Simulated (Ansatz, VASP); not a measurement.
# ScSi2: VASP beside Ansatz

The input INCAR:

```
SYSTEM = ScSi2
PREC     = Accurate       ! precision mode
ENCUT    = 520            ! plane-wave cutoff, eV
EDIFF    = 1E-6           ! SCF threshold, eV
ISMEAR   = 0              ! smearing method
SIGMA    = 0.1            ! smearing width, eV
LREAL    = .FALSE.        ! projectors in reciprocal space
LASPH    = .TRUE.         ! aspherical terms in the spheres
NELM     = 150            ! most SCF steps
ALGO     = Normal         ! electronic algorithm
ISIF     = 2              ! what is computed and relaxed
LWAVE    = .FALSE.        ! write WAVECAR
LCHARG   = .FALSE.        ! write CHGCAR
ISPIN    = 2              ! spin polarisation
MAGMOM   = 1 0 0          ! initial moments
LORBIT   = 11             ! projections on sites
LMAXMIX  = 4              ! l up to which the mixer works
GGA      = PE             ! functional
NBANDS   = 20             ! bands
```

The input KPOINTS:

```
Automatic mesh
0
G
  4 4 6
  0 0 0
```

Contents of POSCAR:

```
ScSi2
1.0
    4.6060099714      0.0000000000      0.0000000000
    0.0000000000      4.6060099714      0.0000000000
    0.0000000000      0.0000000000      2.8532610858
Sc Si
1 2
Direct
    0.0000000000      0.0000000000      0.0000000000
    0.5000000000      0.0000000000      0.5000000000
    0.0000000000      0.5000000000      0.5000000000
```

Input for Ansatz:

```yaml
crystal:
  lattice:
    - [4.6060099714, 0.0, 0.0]
    - [0.0, 4.6060099714, 0.0]
    - [0.0, 0.0, 2.8532610858]
  atoms:
    - { symbol: Sc, position: [0.0, 0.0, 0.0], spin: 1.0 }
    - { symbol: Si, position: [0.5, 0.0, 0.5] }
    - { symbol: Si, position: [0.0, 0.5, 0.5] }
basis:
  ecutwfc: 420
kpoints:
  mp_grid: { grid: [4, 4, 6] }
hamiltonian:
  xc: pbe
scf:
  occupations: { method: gaussian, width: 0.1 }
  lower_state_search: "off"
output:
  forces: true
  stress: true
  eigenvalues: true
  populations: true
magnetization:
  spin_polarized: true
```

Alike in both runs: task single point; functional PBE; k mesh 4 × 4 × 6; occupations gaussian, width 0.1 eV; collinear spin.

|  | VASP | Ansatz |
| --- | --- | --- |
| version | VASP 6.6.1 | Ansatz 0.2.0 |
| potentials or method | VASP PAW PBE potentials, release 64 (Sc_sv, Si), cutoff 520 eV | scalar-relativistic, plane waves, PAW |
| valence electrons in the cell | 19 | 19 |

```csv
,VASP,Ansatz,Ansatz less VASP
gap on the k mesh at the Fermi level (eV),none,none,-
pressure (GPa),0.1,0.0,-0.11
"traceless stress, the component that is largest in VASP (GPa)",-0.04,-0.07,-0.028
net moment per atom (μB),0.00,0.00,0.000
```

A gap of «none» marks a metal or a gap that the smearing closes. Ansatz's warnings: seeded moment not kept.

The k mesh is coarse, so the values compare programs but aren't converged.
